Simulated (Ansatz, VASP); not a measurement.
# Al2O3: VASP beside Ansatz

File POSCAR:

```
Al2O3
1.0
    3.0588230585      0.0000000000      0.0000000000
   -1.5294115292      2.6490184743      0.0000000000
    0.0000000000      0.0000000000      7.3712745933
Al O
2 3
Direct
    0.0000000000      0.0000000000      0.2779510000
    0.0000000000      0.0000000000      0.7220490000
    0.3333333333      0.6666666667      0.1994540000
    0.6666666667      0.3333333333      0.8005460000
    0.0000000000      0.0000000000      0.5000000000
```

File INCAR.step1:

```
SYSTEM = Al2O3
PREC = Accurate ; ENCUT = 520
ISMEAR = 0 ; SIGMA = 0.05
LREAL = .FALSE. ; LASPH = .TRUE.
NELM = 60 ; NBANDS = 20
GGA = PE ; ALGO = Normal
EDIFF = 1E-4 ; LWAVE = .TRUE.
LCHARG = .FALSE.
```

File INCAR.step2:

```
SYSTEM = Al2O3
PREC = Accurate ; ENCUT = 520
EDIFF = 1E-6 ; ISMEAR = 0
SIGMA = 0.05 ; LREAL = .FALSE.
LASPH = .TRUE. ; NELM = 60
ALGO = Normal ; ISIF = 2
LWAVE = .FALSE. ; LCHARG = .FALSE.
METAGGA = R2SCAN ; LMIXTAU = .TRUE.
NBANDS = 20 ; ISTART = 1
```

The input KPOINTS:

```
regular mesh
0
G
  12 12 4
  0 0 0
```

Input for Ansatz:

```yaml
crystal:
  lattice:
    - [3.0588230585, 0.0, 0.0]
    - [-1.5294115292, 2.6490184743, 0.0]
    - [0.0, 0.0, 7.3712745933]
  atoms:
    - { symbol: Al, position: [0.0, 0.0, 0.277951] }
    - { symbol: Al, position: [0.0, 0.0, 0.722049] }
    - { symbol: O, position: [0.3333333333, 0.6666666667, 0.199454] }
    - { symbol: O, position: [0.6666666667, 0.3333333333, 0.800546] }
    - { symbol: O, position: [0.0, 0.0, 0.5] }
basis:
  ecutwfc: 500
kpoints:
  mp_grid: { grid: [12, 12, 4] }
hamiltonian:
  xc: r2scan
scf:
  occupations: { method: gaussian, width: 0.05 }
output:
  forces: true
  stress: true
  eigenvalues: true
```

Alike in both runs: task single point; functional r2SCAN; k mesh 12 × 12 × 4; occupations gaussian, width 0.05 eV; no spin polarisation.

|  | VASP | Ansatz |
| --- | --- | --- |
| version | VASP 6.6.1 | Ansatz 0.2.0 |
| potentials or method | VASP PAW PBE potentials, release 64 (Al, O), cutoff 520 eV | scalar-relativistic, plane waves, PAW |
| valence electrons in the cell | 24 | 24 |

```csv
,VASP,Ansatz,Ansatz less VASP
gap on the k mesh at the Fermi level (eV),3.38,3.39,+0.011
least direct gap on the mesh (eV),3.38,3.39,+0.011
pressure (GPa),-4.0,-4.0,+0.01
"traceless stress, the component that is largest in VASP (GPa)",13.47,12.91,-0.557
rms of the force components (eV/Å),0.575,0.539,-0.0359
```

VASP's potentials were made for PBE, not for r2SCAN. Atom by atom the forces differ by 0.036 eV/Å (rms over components). With one functional, cell and mesh, what is left measures potentials, basis and numerics.
